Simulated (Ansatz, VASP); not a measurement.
**Sn3IrO8: VASP beside Ansatz**

Contents of INCAR:

```
ALGO = Normal
EDIFF = 1E-6
ENCUT = 520
GGA = PS
ISIF = 2
ISMEAR = 0
ISPIN = 2
LASPH = True
LCHARG = False
LMAXMIX = 4
LORBIT = 11
LREAL = False
LWAVE = False
MAGMOM = 5 0 0 0 0 0 0 0 0 0 0 0
NBANDS = 66
NELM = 150
PREC = Accurate
SIGMA = 0.05
```

File KPOINTS:

```
k-points
0
Gamma
  4 4 3
```

Contents of POSCAR:

```
Sn3IrO8
1.0
    4.7373500000      0.0000000000      0.0000000000
    0.0000000000      4.7373500000      0.0000000000
    0.0000000000      0.0000000000      6.3728000000
Ir Sn O
1 3 8
Direct
    1.0000000000      1.0000000000      0.0000000000
    1.0000000000      1.0000000000      0.5000000000
    0.5000000000      0.5000000000      0.2480852912
    0.5000000000      0.5000000000      0.7519147088
    0.2968981925      0.2968981925      0.0000000000
    0.3076883062      0.3076883062      0.5000000000
    0.1906566102      0.8093433898      0.2437520800
    0.1906566102      0.8093433898      0.7562479200
    0.7031018075      0.7031018075      0.0000000000
    0.6923116938      0.6923116938      0.5000000000
    0.8093433898      0.1906566102      0.2437520800
    0.8093433898      0.1906566102      0.7562479200
```

Input for Ansatz:

```yaml
crystal:
  lattice:
    - [4.73735, 0.0, 0.0]
    - [0.0, 4.73735, 0.0]
    - [0.0, 0.0, 6.3728]
  atoms:
    - { symbol: Ir, position: [1.0, 1.0, 0.0], spin: 5.0 }
    - { symbol: Sn, position: [1.0, 1.0, 0.5] }
    - { symbol: Sn, position: [0.5, 0.5, 0.2480852912] }
    - { symbol: Sn, position: [0.5, 0.5, 0.7519147088] }
    - { symbol: O, position: [0.2968981925, 0.2968981925, 0.0] }
    - { symbol: O, position: [0.3076883062, 0.3076883062, 0.5] }
    - { symbol: O, position: [0.1906566102, 0.8093433898, 0.24375208] }
    - { symbol: O, position: [0.1906566102, 0.8093433898, 0.75624792] }
    - { symbol: O, position: [0.7031018075, 0.7031018075, 0.0] }
    - { symbol: O, position: [0.6923116938, 0.6923116938, 0.5] }
    - { symbol: O, position: [0.8093433898, 0.1906566102, 0.24375208] }
    - { symbol: O, position: [0.8093433898, 0.1906566102, 0.75624792] }
basis:
  ecutwfc: 420
  ecutrho_ratio: 4
kpoints:
  mp_grid: { grid: [4, 4, 3] }
hamiltonian:
  xc: pbesol
scf:
  occupations: { method: gaussian, width: 0.05 }
output:
  forces: true
  stress: true
  eigenvalues: true
  populations: true
  hubbard: { sites: [{ site: 0, l: d }] }
  write_density: true
  write_potential: true
  elf: true
  volumetric_format: npy
magnetization:
  spin_polarized: true
```

Alike in both runs: task single point; functional PBEsol; k mesh 4 × 4 × 3; occupations gaussian, width 0.05 eV; collinear spin.

|  | VASP | Ansatz |
| --- | --- | --- |
| version | VASP 6.6.1 | Ansatz 0.2.0 |
| potentials or method | VASP PAW PBE potentials, release 64 (Ir, Sn_d, O), cutoff 520 eV | scalar-relativistic, plane waves, PAW |
| valence electrons in the cell | 99 | 107 |

```tsv
	VASP	Ansatz	Ansatz less VASP
gap on the k mesh at the Fermi level (eV)	none	none	-
pressure (GPa)	-0.2	-1.2	-1.03
traceless stress, the component that is largest in VASP (GPa)	2.73	2.44	-0.289
rms of the force components (eV/Å)	0.032	0.063	+0.0307
net moment per atom (μB)	0.08	0.08	0.000
size of the moment on the site where the two differ most (μB)	0.60	0.43	-0.167
```

VASP's potentials were made for PBE, not for PBEsol. Site moments also hang on the region over which each program counts them. Atom by atom the forces differ by 0.041 eV/Å (rms over components). A gap of «none» marks a metal or a gap that the smearing closes. VASP's potentials hold 99 valence electrons a cell and Ansatz's 107, so a difference there can come from the potentials and not from the codes. Ansatz's warnings: given moment on shells.

Neither program's run includes spin-orbit coupling.
